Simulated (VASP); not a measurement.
# H16SO10 in VASP: further runs

Runs on H16SO10. Level: PBE+D3(BJ). Tasks: single point.

Everything below comes from runs of VASP 6.6.1. Logs are shortened: lines on timing, memory, paths and dates and some standing lists are left out, and cuts for length are marked.

### 1 The cell of the first run

The cell holds a disordered packing, 27 atoms: a = 7.016 Å, b = 7.016 Å, c = 7.016 Å, α = 90.00°, β = 90.00°, γ = 90.00°.

### 2 Single point, PBE+D3(BJ)

INCAR reads:

```
PREC = Accurate ; ENCUT = 520
EDIFF = 1E-6 ; ISMEAR = -1
SIGMA = 0.02 ; LREAL = F
LASPH = T ; NELM = 120
ALGO = Normal ; ISIF = 2
LWAVE = F ; LCHARG = T
GGA = PE ; IVDW = 12
LELF = T ; LVHAR = T
NBANDS = 60 ; GGA_COMPAT = F
```

KPOINTS reads:

```
regular mesh
0
Gamma
  1 1 1
```

POSCAR reads:

```
H16SO10
1.0
    7.0162890000      0.0000000000      0.0000000000
    0.0000000000      7.0162890000      0.0000000000
    0.0000000000      0.0000000000      7.0162890000
O H S
10 16 1
Direct
    0.4318237176      0.2103533649      0.9445021435
    0.4104733998     -0.1431525982      0.1364253952
   -0.1417273433      0.2156268078      0.8071930903
    1.0435573563      0.0439976175      0.3911184388
    0.9763565896      0.7195826740      0.1758621972
    0.3500283412      0.6454124110      0.7862560963
    0.4478008246      0.3989573406      0.3335523950
    0.9804185660      0.6512987136      0.8270468905
    0.4201081227      0.9923907068      0.5596405735
    0.6653659791      0.7725023869      0.5655268761
    0.4371256657      0.1803517500      0.8036869633
    0.5477111903      0.2630592896      0.9873167995
    0.3920733596     -0.0461354998      0.0417314623
    0.3474486299     -0.2471534454      0.0478600582
   -0.0998391030      0.1456040365      0.9162678447
   -0.0864417073      0.3481897624      0.8379215850
    1.0873269331      0.0440688803      0.5246363142
    1.1328495733      0.1169136562      0.3072564428
    0.8943189199      0.7045319826      0.2945859271
    1.0304307591      0.8202626773      0.2488494986
    0.2218979292      0.6708674628      0.7513801099
    0.3626703518      0.5234105950      0.8414134595
    0.4243838873      0.2921772464      0.4197233039
    0.3227347106      0.4767334983      0.3224924173
    0.9181349286      0.6844358891      0.9539800883
    0.8681797457      0.6573845519      0.7424865196
    0.4816791327      0.7979716913      0.4923257865
```

Potentials or basis: VASP PAW PBE potentials, release 64 (O, H, S).

On the command line:

```sh
$ cat potpaw_PBE.64/O/POTCAR potpaw_PBE.64/H/POTCAR potpaw_PBE.64/S/POTCAR > POTCAR
$ mpirun -np 1 vasp_gam > vasp.out
```

OUTCAR:

```text
PREC = Accurate
   ENCUT = 520
   EDIFF = 1E-6
   ISMEAR = -1
   LREAL = F
   LASPH = T
   NELM = 120
   ISIF = 2
   GGA = PE
   IVDW = 12
 IVDW          = 12

 ion  position               nearest neighbor table
   1  0.432  0.210  0.945-  12 0.94  11 1.01
   2  0.410  0.857  0.136-  13 0.96  14 1.06
   3  0.858  0.216  0.807-  15 0.96  16 1.03
   4  0.044  0.044  0.391-  17 0.99  18 1.00
   5  0.976  0.720  0.176-  20 0.95  19 1.02
   6  0.350  0.645  0.786-  22 0.94  21 0.95
   7  0.448  0.399  0.334-  23 0.98  24 1.04
   8  0.980  0.651  0.827-  26 0.99  25 1.02
   9  0.420  0.992  0.560-  27 1.51
  10  0.665  0.773  0.566-  27 1.40
  11  0.437  0.180  0.804-   1 1.01
  12  0.548  0.263  0.987-   1 0.94
  13  0.392  0.954  0.042-   2 0.96
  14  0.347  0.753  0.048-   2 1.06
[... 10 lines left out ...]
  25  0.918  0.684  0.954-   8 1.02
  26  0.868  0.657  0.742-   8 0.99
  27  0.482  0.798  0.492-  10 1.40   9 1.51

  LATTYP: Found a simple cubic cell.
 ALAT       =     7.0162890000

  Lattice vectors:

 A1 = (   7.0162890000,   0.0000000000,   0.0000000000)
 A2 = (   0.0000000000,   7.0162890000,   0.0000000000)
 A3 = (   0.0000000000,   0.0000000000,   7.0162890000)

Analysis of symmetry for initial positions (statically):
=====================================================================
 Subroutine PRICEL returns:
 Original cell was already a primitive cell.

 Routine SETGRP: Setting up the symmetry group for a
 simple cubic supercell.

 Subroutine GETGRP returns: Found  1 space group operations
 (whereof  1 operations were pure point group operations)
 out of a pool of 48 trial point group operations.

The static configuration has the point symmetry C_1 .

Analysis of symmetry for dynamics (positions and initial velocities):
=====================================================================
 Subroutine PRICEL returns:
 Original cell was already a primitive cell.

 Routine SETGRP: Setting up the symmetry group for a
 simple cubic supercell.

 Subroutine GETGRP returns: Found  1 space group operations
[... 126 lines left out ...]
   LASPH  =      T    aspherical Exc in radial PAW
   ENCUT  =  520.0 eV  38.22 Ry    6.18 a.u.  13.05 13.05 13.05*2*pi/ulx,y,z
   NELM   =    120;   NELMIN=  2; NELMDL= -5     # of ELM steps
   EDIFF  = 0.1E-05   stopping-criterion for ELM
   LREAL  =      F    real-space projection
   EDIFFG = 0.1E-04   stopping-criterion for IOM
   NSW    =      0    number of steps for IOM
   IBRION =     -1    ionic relax: 0-MD 1-quasi-New 2-CG
   NFREE  =      0    steps in history (QN), initial steepest desc. (CG)
   ISIF   =      2    stress and relaxation
   ISYM   =      2    0-nonsym 1-usesym 2-fastsym
   POTIM  = 0.5000    time-step for ionic-motion
   TEBEG  =    0.0;   TEEND  =   0.0 temperature during run
   PSTRESS=    0.0 pullay stress
   NELECT =      82.0000    total number of electrons
   NUPDOWN=      -1.0000    fix difference up-down
   EMIN   =  10.00;   EMAX   =-10.00  energy-range for DOS
   EFERMI =   0.00;   METHOD = LEGACY
   ISMEAR =    -1;   SIGMA  =   0.02  broadening in eV -4-tet -1-fermi 0-gaus
   EFERMI_NEDOS =   21; number of points for ismear=-14 and -15
   IALGO  =     38    algorithm
   IMIX   =      4    mixing-type and parameters
     AMIX     =   0.40;   BMIX     =  1.00
     AMIX_MAG =   1.60;   BMIX_MAG =  1.00
  volume/ion in A,a.u.               =      12.79        86.33
  Fermi-wavevector in a.u.,A,eV,Ry     =   1.013690  1.915597 13.980913  1.027568
  Thomas-Fermi vector in A             =   2.146874
   LORBIT       =      0    0 simple, 1 ext, 2 COOP (PROOUT), +10 PAW based schemes
   GGA     = PE    functional components
   LHFCALC =     F    Hartree Fock is set to
   AEXX    =    0.0000 exact exchange contribution
   IVDW    =    12    specifies the selected vdW correction
   LEPSILON=     F    determine dielectric tensor
   LRPA    =     F    only Hartree local field effects (RPA)
 non-spin polarized calculation
  energy-cutoff  :      520.00
  volume of cell :      345.40
 maximum number of plane-waves:      4658
 NGX is ok and might be reduce to    54
   NGX = 27   NGY = 27   NGZ = 27

 number of electron      82.0000001 magnetization

 Free energy of the ion-electron system (eV)
  ---------------------------------------------------
  ext. energy  EPLUGINS =         0.00000000
  ---------------------------------------------------
  free energy    TOTEN  =      -131.74509874 eV

  energy without entropy =     -131.74509874  energy(sigma->0) =     -131.74509874

 E-fermi :  -3.2078     XC(G=0):  -6.3957

 val. band max:       -3.7282179919   @ k =   0.0000   0.0000   0.0000
 cond. band min:      -0.4013579392   @ k =   0.0000   0.0000   0.0000
 fundamental gap:      3.3268600528
 Fermi energy:        -3.2078130870

 k-point     1 :       0.0000    0.0000    0.0000
  band No.  band energies     occupation
      1     -25.3604      2.00000
      2     -23.0341      2.00000
      3     -22.7038      2.00000
      4     -22.2145      2.00000
      5     -22.0582      2.00000
      6     -21.8872      2.00000
[... 45 lines left out ...]
     52       5.3805      0.00000
     53       5.6575      0.00000
 [bands above 53 left out]

------------------------ aborting loop because EDIFF is reached ----------------------------------------

 Edisp (eV)   -0.93384

 E8    (eV) :    -0.2098

  FORCE on cell =-STRESS in cart. coord.  units (eV):
  Direction    XX          YY          ZZ          XY          YZ          ZX
  --------------------------------------------------------------------------------------
  -------------------------------------------------------------------------------------
  Total       5.92309    -1.95302    -4.52562     0.51727    -3.56277     2.73750
  in kB      27.47490    -9.05932   -20.99262     2.39940   -16.52633    12.69820
  external pressure =       -0.86 kB  Pullay stress =        0.00 kB

 VOLUME and BASIS-vectors are now :
 -----------------------------------------------------------------------------
  energy-cutoff  :      520.00
  volume of cell :      345.40
      direct lattice vectors                 reciprocal lattice vectors
     7.016289000  0.000000000  0.000000000     0.142525486  0.000000000  0.000000000
     0.000000000  7.016289000  0.000000000     0.000000000  0.142525486  0.000000000
     0.000000000  0.000000000  7.016289000     0.000000000  0.000000000  0.142525486

 POSITION                                       TOTAL-FORCE (eV/Angst)
 -----------------------------------------------------------------------------------
      3.02980      1.47590      6.62690        -2.290719     -0.704035     -1.927979
      2.88000      6.01189      0.95720        -1.525872     -2.887478     -1.439358
      6.02189      1.51290      5.66350         0.603983      2.454650     -0.011143
      0.30561      0.30870      2.74420         0.185017      0.297805     -0.627571
      6.85040      5.04880      1.23390        -1.852679     -1.283604      2.457753
      2.45590      4.52840      5.51660         1.967675      1.751585     -0.385191
[... 19 lines left out ...]
      6.09140      4.61240      5.20950         0.482270      0.154809     -0.216620
      3.37960      5.59880      3.45430        -2.809572      3.188643      0.806030
 -----------------------------------------------------------------------------------
    total drift:                                0.000442     -0.000561     -0.000428

  FREE ENERGIE OF THE ION-ELECTRON SYSTEM (eV)
  ---------------------------------------------------
  free  energy   TOTEN  =      -132.6789374379 eV

  energy  without entropy=     -132.6789374379  energy(sigma->0) =     -132.67893744
```

OSZICAR:

```text
N       E                     dE             d eps       ncg     rms          rms(c)
DAV:   1     0.673420584942E+03    0.67342E+03   -0.45028E+04   128   0.125E+03
DAV:   2    -0.745721789069E+02   -0.74799E+03   -0.72237E+03   148   0.296E+02
DAV:   3    -0.146337135184E+03   -0.71765E+02   -0.71262E+02   136   0.997E+01
DAV:   4    -0.147590048083E+03   -0.12529E+01   -0.12479E+01   152   0.146E+01
DAV:   5    -0.147611183837E+03   -0.21136E-01   -0.21120E-01   144   0.182E+00    0.428E+01
DAV:   6    -0.132160341823E+03    0.15451E+02   -0.53208E+01   136   0.300E+01    0.244E+01
DAV:   7    -0.131913320772E+03    0.24702E+00   -0.31487E+00   144   0.732E+00    0.971E+00
DAV:   8    -0.131752305503E+03    0.16102E+00   -0.27889E-01   152   0.273E+00    0.228E+00
DAV:   9    -0.131740069319E+03    0.12236E-01   -0.47132E-02   152   0.124E+00    0.499E-01
DAV:  10    -0.131743018506E+03   -0.29492E-02   -0.89757E-03   136   0.450E-01    0.334E-01
DAV:  11    -0.131745149581E+03   -0.21311E-02   -0.35123E-03   128   0.296E-01    0.104E-01
DAV:  12    -0.131745144874E+03    0.47070E-05   -0.42286E-04   176   0.139E-01    0.496E-02
DAV:  13    -0.131745116895E+03    0.27979E-04   -0.16766E-04   128   0.755E-02    0.271E-02
DAV:  14    -0.131745108256E+03    0.86391E-05   -0.21292E-05   152   0.233E-02    0.226E-02
DAV:  15    -0.131745101079E+03    0.71766E-05   -0.11085E-05   128   0.193E-02    0.495E-03
DAV:  16    -0.131745098863E+03    0.22163E-05   -0.33699E-06   144   0.110E-02    0.397E-03
DAV:  17    -0.131745098739E+03    0.12438E-06   -0.72370E-07   104   0.399E-03
   1 F= -.13267894E+03 E0= -.13267894E+03  d E =-.543586E-11
```

It took 30 s on 1 thread of Intel Xeon 6975P-C (Granite Rapids), shared host; peak memory 0.39 GiB.

Results:

```yaml
Free_energy: -132.6789 eV
Pressure: -0.1 GPa
Largest_force: 4.326 eV/Å
Dispersion_energy_per_atom: -0.035 eV
```

Forces in eV/Å, atoms in the order of the input:
```
O   -2.291 -0.704 -1.928
O   -1.526 -2.887 -1.439
O    0.604  2.455 -0.011
O    0.185  0.298 -0.628
O   -1.853 -1.284  2.458
O    1.968  1.752 -0.385
O   -1.816  1.421 -0.328
O   -1.952 -0.188  0.034
O   -0.696 -1.168 -0.959
O    3.951 -1.668  0.377
H    0.589  0.188  1.451
H    1.595  0.409  0.153
H    0.523  1.922 -0.264
H    1.293  1.075  1.699
H    0.190 -0.784  0.716
H   -0.683 -1.490 -0.664
H    0.142  0.335 -0.812
H   -0.421 -0.672  1.256
H   -0.338 -1.084 -1.657
H    1.941  2.476 -0.080
H   -2.025 -0.199  0.247
H   -0.150 -1.888  0.469
H   -0.139  0.003  0.004
H    1.972 -1.568  0.303
H    1.265 -0.094 -0.601
H    0.482  0.155 -0.217
S   -2.810  3.189  0.806
```

Stress tensor (GPa, compression positive):
```
 2.75  0.24  1.27
 0.24 -0.91 -1.65
 1.27 -1.65 -2.10
```

Caveat: the k points lie up to 0.90 Å⁻¹ apart.

### 3 Single point, PBE+D3(BJ)

INCAR reads:

```
SYSTEM = H16SO10
PREC = Accurate
ENCUT = 520
EDIFF = 1E-6
ISMEAR = -1
SIGMA = 0.02
LREAL = .FALSE.
LASPH = .TRUE.
NELM = 120
ALGO = Normal
ISIF = 2
LWAVE = .FALSE.
LCHARG = .FALSE.
GGA = PE
IVDW = 12
NBANDS = 60
GGA_COMPAT = .FALSE.
```

KPOINTS reads:

```
Automatic mesh
0
G
  1 1 1
  0 0 0
```

POSCAR reads:

```
H16SO10
1.0
    7.0162890000      0.0000000000      0.0000000000
    0.0000000000      7.0162890000      0.0000000000
    0.0000000000      0.0000000000      7.0162890000
O H S
10 16 1
Direct
    0.4128250703      0.2152847467      0.9310904953
    0.3586796382     -0.1979108899      0.1290710802
   -0.1342447553      0.2215558681      0.8339308714
    1.0672878497     -0.0238872715      0.4465893580
    1.0273807137      0.6511276830      0.1811356402
    0.3497575428      0.5954714807      0.8016203437
    0.5489511621      0.3957790222      0.3822105959
    0.9864046364      0.6777229387      0.7867976932
    0.4582764478      1.0231477067      0.4982548467
    0.6855190828      0.7925129652      0.6085695729
    0.5494214962      0.1816629845      0.9182489490
    0.4288306824      0.2679906714      1.0609882233
    0.2427779129     -0.1498512960      0.0831921262
    0.4461190239     -0.2584699690      0.0460357320
   -0.0676140906      0.1533146653      0.9550205244
   -0.1279023712      0.3445696151      0.8451476272
    1.1734123267      0.0610294131      0.4107299457
    0.9905521281      0.0806124149      0.4732416239
    1.0253425992      0.5188212743      0.2066904599
    1.0609454656      0.7427288129      0.2730645787
    0.2243066099      0.6082132592      0.7700652011
    0.3570691002      0.4626804854      0.8637329506
    0.5014901752      0.3858735009      0.5101984824
    0.5415398368      0.5266316710      0.3723763374
    0.9880436795      0.6923603061      0.9422074832
    0.8700040720      0.7336641920      0.7392654436
    0.4951050334      0.8217734475      0.5525000467
```

Potentials or basis: VASP PAW PBE potentials, release 64 (O, H, S).

On the command line:

```sh
$ cat potpaw_PBE.64/O/POTCAR potpaw_PBE.64/H/POTCAR potpaw_PBE.64/S/POTCAR > POTCAR
$ mpirun -np 1 vasp_gam > vasp.out
```

Wall time 25 s (1 thread of Intel Xeon 6975P-C (Granite Rapids), shared host); peak memory 0.38 GiB.

Results (log left out):

```yaml
Free_energy: -131.3129 eV
Pressure: 2.9 GPa
Largest_force: 9.981 eV/Å
Dispersion_energy_per_atom: -0.035 eV
```

Forces in eV/Å, atoms in the order of the input:
```
O    1.075  0.574  1.129
O    1.901  0.566  3.306
O    0.627 -9.759  1.996
O    1.910 -0.493 -1.286
O   -1.578  0.022 -2.854
O    4.342 -2.439  1.547
O    0.137 -2.498 -0.118
O    0.688 -0.300  3.772
O   -0.043 -1.437  0.672
O    2.322 -0.724  0.810
H   -0.328 -0.118 -0.811
H   -0.627 -0.242  0.013
H   -0.746  0.070 -1.565
H   -0.355 -0.239 -1.568
H   -1.529  2.025 -3.029
H    0.776  7.840  0.937
H    0.851 -1.163  0.013
H   -2.885  1.444  1.147
H    0.253 -0.654  1.072
H    0.393  0.561  2.051
H   -4.269  0.802 -1.038
H    0.296  1.147 -0.964
H   -0.244 -0.881  0.809
H    0.019  3.243 -0.978
H   -0.154 -0.370 -2.975
H   -0.265  0.234 -0.170
S   -2.568  2.789 -1.916
```

Stress tensor (GPa, compression positive):
```
 5.86 -0.69  0.20
-0.69  3.60  1.13
 0.20  1.13 -0.86
```

Levels at points of the mesh, in eV from the Fermi level:
| k point | band 38 | band 39 | band 40 | band 41 | band 42 | band 43 | band 44 | band 45 |
| --- | --- | --- | --- | --- | --- | --- | --- | --- |
| (0.00, 0.00, 0.00) | -1.41 | -1.08 | -0.76 | -0.51 | 1.90 | 3.42 | 5.76 | 6.04 |

Caveat: the k points lie up to 0.90 Å⁻¹ apart.

### 4 Single point, PBE+D3(BJ)

INCAR reads:

```
SYSTEM = H16SO10
  PREC = Accurate
  ENCUT = 520
  EDIFF = 1E-6
  ISMEAR = -1
  SIGMA = 0.02
  LREAL = .False.
  LASPH = .True.
  NELM = 120
  ALGO = Normal
  ISIF = 2
  LWAVE = .False.
  LCHARG = .True.
  GGA = PE
  IVDW = 12
  LELF = .True.
  LVHAR = .True.
  NBANDS = 60
  GGA_COMPAT = .False.
```

KPOINTS reads:

```
regular mesh
0
Gamma
  1 1 1
  0 0 0
```

POSCAR reads:

```
H16SO10
1.0
    7.0162890000      0.0000000000      0.0000000000
    0.0000000000      7.0162890000      0.0000000000
    0.0000000000      0.0000000000      7.0162890000
O H S
10 16 1
Direct
    0.4220037116      0.2581421603      0.9307484341
    0.3902062757     -0.1850835962      0.1222298568
   -0.1989798311      0.1921528603      0.8619941396
    1.0395951478     -0.0733293626      0.4567941828
    1.0417900403      0.5858937681      0.2240643166
    0.3933418364      0.6077144200      0.7669011353
    0.6244611646      0.4504375461      0.4106444304
    1.0197270950      0.6328701683      0.8395178705
    0.5001789407      1.0521516431      0.4278472566
    0.6938995814      0.8459315174      0.6193587522
    0.5655696337      0.2564176020      0.9337842270
    0.3867144013      0.3004722297      1.0593776853
    0.3665470450     -0.0431424646      0.1594575138
    0.3915317627     -0.2031273227     -0.0149366709
   -0.1847130299      0.0659322898      0.8753915353
   -0.0829640854      0.2195890164      0.7703787572
    1.1187395502     -0.0182290097      0.5471125833
    0.9138021538     -0.0995968097      0.5046399885
    1.1216898278      0.7083231606      0.2048946387
    1.0299319199      0.5968967356      0.3698821414
    0.2694729365      0.6138430159      0.7769349296
    0.4403894993      0.4869668282      0.8167280453
    0.6562728531      0.3837926288      0.5290546042
    0.4851710071      0.4758355877      0.4406888029
    1.0116744051      0.5334301366      0.9456565999
    0.8904849843      0.6496169129      0.8064804628
    0.5209876617      0.8656998023      0.5034855320
```

On the command line:

```sh
$ cat potpaw_PBE.64/O/POTCAR potpaw_PBE.64/H/POTCAR potpaw_PBE.64/S/POTCAR > POTCAR
$ mpirun -np 1 vasp_gam > vasp.out
```

Run time: 28 s. Hardware: 1 thread of Intel Xeon 6975P-C (Granite Rapids), shared host; peak memory 0.4 GiB.

Results (log left out):

```
Free energy                : -132.3007 eV
Pressure                   : 0.9 GPa
Largest force              : 7.567 eV/Å
Dispersion energy per atom : -0.035 eV
```

Forces in eV/Å, atoms in the order of the input:
```
O    0.959  0.204  0.538
O   -0.572  2.311  1.633
O    2.299  5.323 -2.589
O   -0.221 -0.881 -2.523
O    1.183  1.841  2.223
O    7.466  0.689 -1.025
O   -1.850  0.277  0.759
O    1.062 -1.765  1.451
O   -0.694  1.952 -0.760
O   -0.155 -0.249 -0.074
H   -0.833 -0.274 -0.067
H    0.042 -0.031 -0.256
H    0.465 -2.487 -1.244
H    0.054  0.091 -0.469
H    0.168 -5.195  0.795
H   -2.390 -0.076  1.777
H    1.076  0.965  1.909
H   -0.529  0.092  0.736
H   -0.855 -1.719 -0.085
H   -0.108 -0.418 -2.252
H   -7.425  0.007  0.567
H   -0.461 -0.487  0.297
H    0.279 -0.112 -0.277
H    1.452 -0.140 -0.587
H    0.150  1.479 -0.801
H   -1.545  0.428 -0.630
S    0.982 -1.824  0.954
```

Stress tensor (GPa, compression positive):
```
 2.19 -0.54  1.15
-0.54  1.63 -0.94
 1.15 -0.94 -1.05
```

Levels at points of the mesh, in eV from the Fermi level:
```csv
k point,band 38,band 39,band 40,band 41,band 42,band 43,band 44,band 45
"(0.00, 0.00, 0.00)",-1.45,-1.29,-1.09,-0.55,1.55,3.46,5.78,5.79
```

Caveat: the k points lie up to 0.90 Å⁻¹ apart.

(Continued in part 2 of 2.)
